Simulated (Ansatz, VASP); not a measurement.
## Two plane-wave programs on InAs

The input INCAR:

```
SYSTEM = InAs
ALGO = Normal ; EDIFF = 1E-6
ENCUT = 520 ; GGA = PE
ISIF = 2 ; ISMEAR = 0
LASPH = .TRUE. ; LCHARG = .FALSE.
LREAL = .FALSE. ; LWAVE = .FALSE.
NBANDS = 16 ; NELM = 60
PREC = Accurate ; SIGMA = 0.15
```

Contents of KPOINTS:

```
k-points
0
G
  16 16 16
  0 0 0
```

File POSCAR:

```
InAs
1.0
    0.0000000000      3.1397803528      3.0005782682
    3.1397803528      0.0000000000      3.0005782682
    3.1397803528      3.1397803528      0.0000000000
In As
1 1
Direct
    0.0000000000      0.0000000000      0.0000000000
    0.7500000000      0.7500000000      0.7500000000
```

Input for Ansatz:

```yaml
crystal:
  lattice:
    - [0.0, 3.1397803528, 3.0005782682]
    - [3.1397803528, 0.0, 3.0005782682]
    - [3.1397803528, 3.1397803528, 0.0]
  atoms:
    - { symbol: In, position: [0.0, 0.0, 0.0] }
    - { symbol: As, position: [0.75, 0.75, 0.75] }
kpoints:
  mp_grid: { grid: [16, 16, 16] }
hamiltonian:
  xc: pbe
  pseudopotentials: { kind: nc }
scf:
  occupations: { method: gaussian, width: 0.15 }
  mixing: { preconditioner: ldos }
output:
  forces: true
  eigenvalues: true
  stress: true
```

Alike in both runs: task single point; functional PBE; k mesh 16 × 16 × 16; occupations gaussian, width 0.15 eV; no spin polarisation.

|  | VASP | Ansatz |
| --- | --- | --- |
| version | VASP 6.6.1 | Ansatz 0.2.0 |
| potentials or method | VASP PAW PBE potentials, release 64 (In_d, As) | scalar-relativistic, plane waves, norm-conserving potentials |
| plane-wave cutoff (eV) | 520 | 1143 |
| valence electrons in the cell | 18 | 28 |

|  | VASP | Ansatz | Ansatz less VASP |
| --- | --- | --- | --- |
| pressure (GPa) | 0.0 | 0.0 | +0.01 |
| traceless stress, the component that is largest in VASP (GPa) | 0.92 | 0.92 | -0.003 |

With one functional, cell and mesh, what is left measures potentials, basis and numerics. VASP's potentials hold 18 valence electrons a cell and Ansatz's 28, so a difference there can come from the potentials and not from the codes.
